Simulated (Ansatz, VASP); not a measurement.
## One calculation of SrO, two programs

File POSCAR:

```
SrO
1.0
    0.0856524252      2.6655447518      2.6655447518
    2.6655447518      0.0856524252      2.6655447518
    2.6655447518      2.6655447518      0.0856524252
Sr O
1 1
Direct
    0.0000000000      0.0000000000      0.0000000000
    0.5000000000      0.5000000000      0.5000000000
```

Contents of INCAR.step1:

```
SYSTEM = SrO
  ALGO = Normal
  EDIFF = 1E-4
  ENCUT = 520
  GGA = PE
  ISMEAR = 0
  LASPH = .True.
  LCHARG = .False.
  LREAL = .False.
  LWAVE = .True.
  NBANDS = 15
  NELM = 100
  PREC = Accurate
  SIGMA = 0.01
```

Contents of INCAR.step2:

```
SYSTEM = SrO
  ALGO = Normal
  EDIFF = 1E-6
  ENCUT = 520
  ISIF = 2
  ISMEAR = 0
  ISTART = 1
  LASPH = .True.
  LCHARG = .False.
  LMIXTAU = .True.
  LREAL = .False.
  LWAVE = .False.
  METAGGA = R2SCAN
  NBANDS = 15
  NELM = 100
  PREC = Accurate
  SIGMA = 0.01
```

The input KPOINTS:

```
k-points
0
Gamma
  8 8 8
  0 0 0
```

Input for Ansatz:

```yaml
crystal:
  lattice:
    - [0.0856524252, 2.6655447518, 2.6655447518]
    - [2.6655447518, 0.0856524252, 2.6655447518]
    - [2.6655447518, 2.6655447518, 0.0856524252]
  atoms:
    - { symbol: Sr, position: [0.0, 0.0, 0.0] }
    - { symbol: O, position: [0.5, 0.5, 0.5] }
kpoints:
  mp_grid: { grid: [8, 8, 8] }
  band_path:
    path:
      - [0.0, 0.0, 0.0]
      - [0.5, 0.0, 0.5]
      - [0.625, 0.25, 0.625]
      - [0.375, 0.375, 0.75]
      - [0.5, 0.5, 0.5]
      - [0.5, 0.25, 0.75]
    npoints: 1
hamiltonian:
  xc: r2scan
scf:
  occupations: { method: fixed }
  n_extra_bands: 4
output:
  forces: true
  stress: true
  eigenvalues: true
```

Change from the starting cell: shear_111 strain +5.0%.

Alike in both runs: task single point; functional r2SCAN; k mesh 8 × 8 × 8; no spin polarisation.

|  | VASP | Ansatz |
| --- | --- | --- |
| version | VASP 6.6.1 | Ansatz 0.2.0 |
| potentials or method | VASP PAW PBE potentials, release 64 (Sr_sv, O) | plane waves, PAW |
| plane-wave cutoff (eV) | 520 | 500 |
| occupations | gaussian, width 0.01 eV | fixed |
| valence electrons in the cell | 16 | 16 |

|  | VASP | Ansatz | Ansatz less VASP |
| --- | --- | --- | --- |
| gap on the k mesh at the Fermi level (eV) | 3.71 | 3.75 | +0.047 |
| pressure (GPa) | -3.8 | -4.2 | -0.39 |
| traceless stress, the component that is largest in VASP (GPa) | -1.97 | -1.97 | 0.000 |

VASP's potentials were made for PBE, not for r2SCAN.
